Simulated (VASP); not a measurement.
Set up this calculation in VASP 6.6.1, as the native input.

| Property | Result |
| --- | --- |
| Task | electric field gradients |
| Functional | LDA |
| Potentials or basis | VASP PAW LDA potentials, release 64 (Nb_sv) |
| Cutoff | 520 eV |
| k mesh | 12 × 12 × 6 |
| Occupations | fermi-dirac, width 0.05 eV |
| Spin | no spin polarisation |
| Dipole correction | no |
| Further INCAR settings | ALGO = Normal; EDIFF = 1e-08; NBANDS = 20 |

The structure of Nb lies in POSCAR:

```
Nb
1.0
    2.9563926124      0.0000000000      0.0000000000
   -1.4781963062      2.5603111058      0.0000000000
    0.0000000000      0.0000000000      4.7893560320
Nb
2
Direct
    0.3333333333      0.6666666667      0.2500000000
    0.6666666667      0.3333333333      0.7500000000
```

One way to write it, as run:

INCAR

```
SYSTEM = Nb
PREC = Accurate
ENCUT = 520
EDIFF = 1E-8
ISMEAR = -1
SIGMA = 0.05
LREAL = .FALSE.
LASPH = .TRUE.
NELM = 80
ALGO = Normal
ISIF = 2
LWAVE = .FALSE.
LCHARG = .FALSE.
GGA = CA
LEFG = .TRUE.
NBANDS = 20
```

KPOINTS

```
regular mesh
0
G
  12 12 6
  0 0 0
```

Potentials or basis: VASP PAW LDA potentials, release 64 (Nb_sv).

Command:

```sh
$ cat potpaw_LDA.64/Nb_sv/POTCAR > POTCAR
$ mpirun -np 1 vasp_std > vasp.out
```

It gave:

- Pressure: -4.6 GPa
- Band gap on the k mesh: zero (band 13 reaches 13.04 eV, above the bottom of band 14 at 10.60 eV)

Caveat: without QUAD_EFG the Cq values of the log hold for a quadrupole moment of 1 mb, not for the nuclei.

Wall time 35 s on 1 thread of Intel(R) Xeon(R) Platinum 8259CL CPU @ 2.50GHz (Skylake/Cascade Lake), with other jobs on the host, peak memory 0.16 GiB.
